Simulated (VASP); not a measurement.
Set up this calculation in VASP 6.6.1, as the native input.

* Task: single point
* Functional: PBE
* Dispersion: D3(BJ)
* Potentials or basis: VASP PAW PBE potentials, release 64 (Pt, S)
* Cutoff: 520 eV
* k mesh: 6 × 6 × 4
* Occupations: gaussian, width 0.1 eV
* Spin: no spin polarisation
* Dipole correction: no
* Further INCAR settings: ALGO = Normal; EDIFF = 1e-07; NBANDS = 18

The structure of PtS2 (base) lies in POSCAR:

```
PtS2
1.0
    3.5779759506      0.0000000000      0.0000000000
   -1.7889879753      3.0986180673      0.0000000000
    0.0000000000      0.0000000000      4.7577695323
Pt S
1 2
Direct
    0.0000000000      0.0000000000      0.0000000000
    0.3333333333      0.6666666667      0.2546080475
    0.6666666667      0.3333333333      0.7453919525
```

These files were run (other wordings do the same):

INCAR

```
ALGO = Normal
EDIFF = 1E-7
ENCUT = 520
GGA = PE
ISIF = 2
ISMEAR = 0
IVDW = 12
LASPH = T
LCHARG = F
LREAL = F
LWAVE = F
NBANDS = 18
NELM = 80
PREC = Accurate
SIGMA = 0.1
```

KPOINTS

```
k-points
0
Gamma
  6 6 4
```

Potentials or basis: VASP PAW PBE potentials, release 64 (Pt, S).

The run is started by

```bash
$ cat potpaw_PBE.64/Pt/POTCAR potpaw_PBE.64/S/POTCAR > POTCAR
$ mpirun -np 1 vasp_std > vasp.out
```

It gave:

```
Pressure                   : -0.7 GPa
Largest force              : 0.051 eV/Å
Band gap on the k mesh     : 0.22 eV, indirect (least direct gap 1.13 eV)
Dispersion energy per atom : -0.443 eV
```

Caveat: spin-orbit coupling is left out, which moves the levels of the heavy elements.

Wall time 10 s on 1 thread of Intel(R) Xeon(R) 6975P-C (Granite Rapids), on a shared host, peak memory 0.19 GiB.
